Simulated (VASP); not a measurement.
# GaSe (P6_3/mmc) in VASP: relaxation of cell and atoms with PBE+D3(BJ)

Aim: the relaxation of cell and atoms of GaSe with PBE+D3(BJ).

All numbers are computed with VASP 6.6.1; they aren't measurements. Logs are shortened: lines on timing, memory, paths and dates and some standing lists are left out, and cuts for length are marked.

**1. The cell of the first run**

Symmetry: P6_3/mmc, No. 194, hexagonal system. The conventional cell has a = 3.742 Å, b = 3.742 Å, c = 15.919 Å, α = 90.00°, β = 90.00°, γ = 120.00°. Within 3.1 Å of Ga (site symmetry 3m) lie 1 Ga at 2.32 Å and 3 Se at 2.48 Å. Se (site symmetry 3m) has 3 Ga at 2.48 Å within 3.3 Å.

**2. Relaxation of cell and atoms, PBE+D3(BJ)**

The input, INCAR:

```
SYSTEM = GaSe
PREC = Accurate
ENCUT = 500
EDIFF = 1E-7
ISMEAR = -1
SIGMA = 0.02
LREAL = .FALSE.
LASPH = .TRUE.
NELM = 120
ALGO = Normal
ISIF = 3
LWAVE = .FALSE.
LCHARG = .FALSE.
GGA = PE
IVDW = 12
IBRION = 2
NSW = 80
EDIFFG = -0.005
GGA_COMPAT = .FALSE.
NELMIN = 4
```

The input, KPOINTS:

```
regular mesh
0
G
  12 12 2
  0 0 0
```

The input, POSCAR:

```
GaSe
1.0
    3.7420000000      0.0000000000      0.0000000000
   -1.8710000000      3.2406670610      0.0000000000
    0.0000000000      0.0000000000     15.9190000000
Ga Se
4 4
Direct
    0.3333333333      0.6666666667      0.1770000000
    0.6666666667      0.3333333333      0.6770000000
    0.3333333333      0.6666666667      0.3230000000
    0.6666666667      0.3333333333      0.8230000000
    0.3333333333      0.6666666667      0.6000000000
    0.6666666667      0.3333333333      0.1000000000
    0.3333333333      0.6666666667      0.9000000000
    0.6666666667      0.3333333333      0.4000000000
```

Potentials or basis: VASP PAW PBE potentials, release 64 (Ga_d, Se).

Launch:

```console
cat potpaw_PBE.64/Ga_d/POTCAR potpaw_PBE.64/Se/POTCAR > POTCAR
mpirun -np 1 vasp_std > vasp.out
```

OUTCAR:

```text
SYSTEM = GaSe
   PREC = Accurate
   ENCUT = 500
   EDIFF = 1E-7
   ISMEAR = -1
   LREAL = .FALSE.
   LASPH = .TRUE.
   NELM = 120
   ISIF = 3
   GGA = PE
   IVDW = 12
   IBRION = 2
   NSW = 80
   EDIFFG = -0.005
   NELMIN = 4
 IVDW          = 12

 ion  position               nearest neighbor table
   1  0.333  0.667  0.177-   3 2.32   6 2.48   6 2.48   6 2.48
   2  0.667  0.333  0.677-   4 2.32   5 2.48   5 2.48   5 2.48
   3  0.333  0.667  0.323-   1 2.32   8 2.48   8 2.48   8 2.48
   4  0.667  0.333  0.823-   2 2.32   7 2.48   7 2.48   7 2.48
   5  0.333  0.667  0.600-   2 2.48   2 2.48   2 2.48
   6  0.667  0.333  0.100-   1 2.48   1 2.48   1 2.48
   7  0.333  0.667  0.900-   4 2.48   4 2.48   4 2.48
   8  0.667  0.333  0.400-   3 2.48   3 2.48   3 2.48

  LATTYP: Found a hexagonal cell.
 ALAT       =     3.7420000000
 C/A-ratio  =     4.2541421700

  Lattice vectors:

 A1 = (   3.7420000000,   0.0000000000,   0.0000000000)
 A2 = (  -1.8710000000,   3.2406670610,   0.0000000000)
 A3 = (   0.0000000000,   0.0000000000,  15.9190000000)

Analysis of symmetry for initial positions (statically):
=====================================================================
 Subroutine PRICEL returns:
 Original cell was already a primitive cell.

 Routine SETGRP: Setting up the symmetry group for a
 hexagonal supercell.

 Subroutine GETGRP returns: Found 24 space group operations
 (whereof 12 operations were pure point group operations)
 out of a pool of 24 trial point group operations.

The static configuration has the point symmetry D_3d.
 The point group associated with its full space group is D_6h.

Analysis of symmetry for dynamics (positions and initial velocities):
=====================================================================
 Subroutine PRICEL returns:
 Original cell was already a primitive cell.

 Routine SETGRP: Setting up the symmetry group for a
 hexagonal supercell.

 Subroutine GETGRP returns: Found 24 space group operations
 (whereof 12 operations were pure point group operations)
 out of a pool of 24 trial point group operations.

The dynamic configuration has the point symmetry D_3d.
 The point group associated with its full space group is D_6h.

 Subroutine INISYM returns: Found 24 space group operations
 (whereof 12 operations are pure point group operations),
 and found     1 'primitive' translations

----------------------------------------------------------------------------------------

                                     Primitive cell

  volume of cell :     193.0430

  direct lattice vectors                    reciprocal lattice vectors
     3.742000000  0.000000000  0.000000000     0.267236772  0.154289222  0.000000000
    -1.871000000  3.240667061  0.000000000     0.000000000  0.308578444  0.000000000
     0.000000000  0.000000000 15.919000000     0.000000000  0.000000000  0.062818016

  length of vectors
     3.742000000  3.742000000 15.919000000     0.308578444  0.308578444  0.062818016

  position of ions in fractional coordinates (direct lattice)
     0.333333333  0.666666667  0.177000000
     0.666666667  0.333333333  0.677000000
     0.333333333  0.666666667  0.323000000
     0.666666667  0.333333333  0.823000000
     0.333333333  0.666666667  0.600000000
     0.666666667  0.333333333  0.100000000
     0.333333333  0.666666667  0.900000000
     0.666666667  0.333333333  0.400000000

  ion indices of the primitive-cell ions
   primitive index   ion index
                 1           1
                 2           2
                 3           3
                 4           4
                 5           5
                 6           6
                 7           7
                 8           8

----------------------------------------------------------------------------------------

 KPOINTS: regular mesh

Automatic generation of k-mesh.
 Grid dimensions read from file:
 generate k-points for:   12   12    2

 Generating k-lattice:

  Cartesian coordinates                     Fractional coordinates (reciprocal lattice)
     0.022269731  0.012857435  0.000000000     0.083333333  0.000000000  0.000000000
     0.000000000  0.025714870  0.000000000     0.000000000  0.083333333  0.000000000
     0.000000000  0.000000000  0.031409008     0.000000000  0.000000000  0.500000000

  Length of vectors
     0.025714870  0.025714870  0.031409008

  Shift w.r.t. Gamma in fractional coordinates (k-lattice)
     0.000000000  0.000000000  0.000000000

 Subroutine IBZKPT returns following result:
 ===========================================

 Found     38 irreducible k-points:

 Following reciprocal coordinates:
            Coordinates               Weight
  0.000000  0.000000  0.000000      1.000000
  0.083333  0.000000  0.000000      6.000000
  0.166667  0.000000  0.000000      6.000000
  0.250000  0.000000  0.000000      6.000000
  0.333333  0.000000  0.000000      6.000000
  0.416667  0.000000  0.000000      6.000000
[... 16 lines left out ...]
  0.250000  0.000000  0.500000      6.000000
  0.333333  0.000000  0.500000      6.000000
 [... further k-points ...]
   k-points           NKPTS =     38   k-points in BZ     NKDIM =     38   number of bands    NBANDS=     45
   number of dos      NEDOS =    301   number of ions     NIONS =      8
   total plane-waves  NPLWV =  94080
   dimension x,y,z NGX =    28 NGY =   28 NGZ =  120
   dimension x,y,z NGXF=    56 NGYF=   56 NGZF=  240
   ions per type =               4   4
   NGX,Y,Z   is equivalent  to a cutoff of  12.44, 12.44, 12.53 a.u.
   NGXF,Y,Z  is equivalent  to a cutoff of  24.88, 24.88, 25.06 a.u.
 SYSTEM =  GaSe
   PREC   = accura    normal or accurate (medium, high low for compatibility)
   ISTART =      0    job   : 0-new  1-cont  2-samecut
   ICHARG =      2    charge: 1-file 2-atom 10-const
   ISPIN  =      1    spin polarized calculation?
   LNONCOLLINEAR =      F non collinear calculations
   LSORBIT =      F    spin-orbit coupling
   LASPH  =      T    aspherical Exc in radial PAW
   ENCUT  =  500.0 eV  36.75 Ry    6.06 a.u.   6.82  6.82 29.02*2*pi/ulx,y,z
   NELM   =    120;   NELMIN=  4; NELMDL= -5     # of ELM steps
   EDIFF  = 0.1E-06   stopping-criterion for ELM
   LREAL  =      F    real-space projection
   EDIFFG = -.5E-02   stopping-criterion for IOM
   NSW    =     80    number of steps for IOM
   IBRION =      2    ionic relax: 0-MD 1-quasi-New 2-CG
   NFREE  =      1    steps in history (QN), initial steepest desc. (CG)
   ISIF   =      3    stress and relaxation
   ISYM   =      2    0-nonsym 1-usesym 2-fastsym
   POTIM  = 0.5000    time-step for ionic-motion
   TEBEG  =    0.0;   TEEND  =   0.0 temperature during run
   PSTRESS=    0.0 pullay stress
   NELECT =      76.0000    total number of electrons
   NUPDOWN=      -1.0000    fix difference up-down
   EMIN   =  10.00;   EMAX   =-10.00  energy-range for DOS
   EFERMI =   0.00;   METHOD = LEGACY
   ISMEAR =    -1;   SIGMA  =   0.02  broadening in eV -4-tet -1-fermi 0-gaus
   EFERMI_NEDOS =   21; number of points for ismear=-14 and -15
   IALGO  =     38    algorithm
   IMIX   =      4    mixing-type and parameters
     AMIX     =   0.40;   BMIX     =  1.00
     AMIX_MAG =   1.60;   BMIX_MAG =  1.00
  volume/ion in A,a.u.               =      24.13       162.84
  Fermi-wavevector in a.u.,A,eV,Ry     =   1.199853  2.267393 19.587589  1.439647
  Thomas-Fermi vector in A             =   2.335705
   LORBIT       =      0    0 simple, 1 ext, 2 COOP (PROOUT), +10 PAW based schemes
   GGA     = PE    functional components
   LHFCALC =     F    Hartree Fock is set to
   AEXX    =    0.0000 exact exchange contribution
   IVDW    =    12    specifies the selected vdW correction
   LEPSILON=     F    determine dielectric tensor
   LRPA    =     F    only Hartree local field effects (RPA)
 conjugate gradient relaxation of ions
 non-spin polarized calculation
  energy-cutoff  :      500.00
  volume of cell :      193.04
 maximum number of plane-waves:      4932
 NGX is ok and might be reduce to    28
   NGX = 13   NGY = 13   NGZ = 59

--------------------------------------- Ionic step        1  -------------------------------------------

 number of electron      76.0000014 magnetization

 Free energy of the ion-electron system (eV)
  ---------------------------------------------------
  ext. energy  EPLUGINS =         0.00000000
  ---------------------------------------------------
  free energy    TOTEN  =       -30.05523630 eV

  energy without entropy =      -30.05523630  energy(sigma->0) =      -30.05523630

------------------------ aborting loop because EDIFF is reached ----------------------------------------

 Edisp (eV)   -2.36874

 E8    (eV) :    -1.0412

  FORCE on cell =-STRESS in cart. coord.  units (eV):
  Direction    XX          YY          ZZ          XY          YZ          ZX
  --------------------------------------------------------------------------------------
  -------------------------------------------------------------------------------------
  Total       0.15328     0.15328     3.44125     0.00000    -0.00000     0.00000
  in kB       1.27217     1.27217    28.56092     0.00000    -0.00000     0.00000
  external pressure =       10.37 kB  Pullay stress =        0.00 kB
[... 115 lines left out ...]
  FREE ENERGIE OF THE ION-ELECTRON SYSTEM (eV)
  ---------------------------------------------------
  free  energy   TOTEN  =       -32.5473420802 eV

  energy  without entropy=      -32.5473420802  energy(sigma->0) =      -32.54734208

[... ionic steps 4 to 17 ...]

--------------------------------------- Ionic step       18  -------------------------------------------

 number of electron      76.0000014 magnetization

------------------------ aborting loop because EDIFF is reached ----------------------------------------

 Edisp (eV)   -2.31983

 E8    (eV) :    -1.0192
[... 81 lines left out ...]
  energy  without entropy=      -32.5557548390  energy(sigma->0) =      -32.55575484

--------------------------------------- Ionic step       20  -------------------------------------------

 number of electron      76.0000014 magnetization

 Free energy of the ion-electron system (eV)
  ---------------------------------------------------
  ext. energy  EPLUGINS =         0.00000000
  ---------------------------------------------------
  free energy    TOTEN  =       -30.23535979 eV

  energy without entropy =      -30.23535979  energy(sigma->0) =      -30.23535979

 E-fermi :   3.8338     XC(G=0):  -9.2432

 val. band max:        3.4156262797   @ k =   0.0000   0.0000   0.0000
 cond. band min:       4.2552405655   @ k =   0.0000   0.0000   0.0000
 fundamental gap:      0.8396142858
 Fermi energy:         3.8337642725

 k-point     1 :       0.0000    0.0000    0.0000
  band No.  band energies     occupation
      1     -11.7802      2.00000
      2     -11.7799      2.00000
      3     -11.6593      2.00000
      4     -11.6593      2.00000
      5     -11.6592      2.00000
      6     -11.6592      2.00000
[... 1141 lines left out ...]
     44       7.4636      0.00000
     45       7.6770      0.00000

 [... further k-points ...]

------------------------ aborting loop because EDIFF is reached ----------------------------------------

 Edisp (eV)   -2.32042

 E8    (eV) :    -1.0195

  FORCE on cell =-STRESS in cart. coord.  units (eV):
  Direction    XX          YY          ZZ          XY          YZ          ZX
  --------------------------------------------------------------------------------------
  -------------------------------------------------------------------------------------
  Total      -0.01765    -0.01765    -0.00128     0.00000     0.00000     0.00000
  in kB      -0.14375    -0.14375    -0.01046     0.00000     0.00000     0.00000
  external pressure =       -0.10 kB  Pullay stress =        0.00 kB
[... 23 lines left out ...]
  FREE ENERGIE OF THE ION-ELECTRON SYSTEM (eV)
  ---------------------------------------------------
  free  energy   TOTEN  =       -32.5557797273 eV

  energy  without entropy=      -32.5557797273  energy(sigma->0) =      -32.55577973

 reached required accuracy - stopping structural energy minimisation
```

It took 73 min on 1 thread of Intel Xeon Platinum 8259CL at 2.50GHz (Skylake/Cascade Lake), shared host; peak memory 0.48 GiB.

Results:

```
Free energy                           : -32.5558 eV
Relaxed volume                        : 24.58 Å³/atom
Relaxed cell                          : a = 3.772 Å, b = 3.772 Å, c = 15.963 Å, α = 90.00°, β = 90.00°, γ = 120.00°
Space group after relaxing (to 0.1 Å) : P6_3/mmc (No. 194)
Energy gained by relaxing             : 16.5 meV/atom
Ionic steps                           : 20
Pressure after relaxing               : 0.0 GPa
Largest force after relaxing          : 0.005 eV/Å
Band gap on the k mesh                : 0.84 eV
Dispersion energy per atom            : -0.290 eV
```

Forces on the atoms (eV/Å):
```
Ga   0.000  0.000  0.005
Ga   0.000  0.000  0.005
Ga   0.000  0.000 -0.005
Ga   0.000  0.000 -0.005
Se   0.000  0.000 -0.002
Se   0.000  0.000 -0.002
Se   0.000  0.000  0.002
Se   0.000  0.000  0.002
```

The path:
```
step  energy change (eV)  largest force (eV/Å)  pressure (GPa)  volume (Å³)
   1              0.0000                1.2145            1.04       193.04
   2             -0.1053                0.3872            0.35       197.41
   3             -0.1234                0.0160            0.46       196.13
   4             -0.1288                0.0429           -0.15       198.16
   5             -0.1288                0.0444           -0.18       198.27
   6             -0.1305                0.0174           -0.06       198.01
   7             -0.1306                0.0279           -0.01       197.90
   8             -0.1308                0.0247           -0.01       197.85
   9             -0.1312                0.0164           -0.05       197.69
  10             -0.1315                0.0297           -0.11       197.38
  11             -0.1315                0.0237           -0.10       197.28
  12             -0.1317                0.0064           -0.03       196.98
  13             -0.1317                0.0279            0.07       196.37
  14             -0.1318                0.0099           -0.01       196.77
  15             -0.1318                0.0120            0.01       196.67
  16             -0.1318                0.0112            0.01       196.71
  17             -0.1318                0.0104            0.00       196.74
  18             -0.1318                0.0110            0.01       196.73
  19             -0.1318                0.0086            0.01       196.72
  20             -0.1318                0.0050           -0.01       196.68
```

Final structure:
```
CELL_PARAMETERS angstrom
3.77188 0.00000 0.00000
-1.88594 3.26654 0.00000
0.00000 0.00000 15.96296
ATOMIC_POSITIONS crystal
Ga 0.33333 0.66667 0.17342
Ga 0.66667 0.33333 0.67342
Ga 0.33333 0.66667 0.32658
Ga 0.66667 0.33333 0.82658
Se 0.33333 0.66667 0.59950
Se 0.66667 0.33333 0.09950
Se 0.33333 0.66667 0.90050
Se 0.66667 0.33333 0.40050
```

Levels at points of the mesh, in eV from the valence-band top:
```csv
k point,band 34,band 35,band 36,band 37,band 38,band 39,band 40,band 41,band 42,band 43
"(0.00, 0.00, 0.00)",-1.33,-1.33,-1.20,-1.20,0.00,0.84,1.85,2.11,2.23,3.90
"(0.50, 0.00, 0.00)",-2.59,-2.46,-2.36,-2.28,-1.85,1.00,1.24,1.79,1.82,3.59
"(0.00, 0.00, 0.50)",-1.24,-1.24,-1.24,-0.91,-0.91,1.51,1.51,2.16,2.16,3.94
"(0.50, 0.00, 0.50)",-2.53,-2.44,-2.44,-2.16,-2.16,1.35,1.35,1.57,1.57,3.47
```
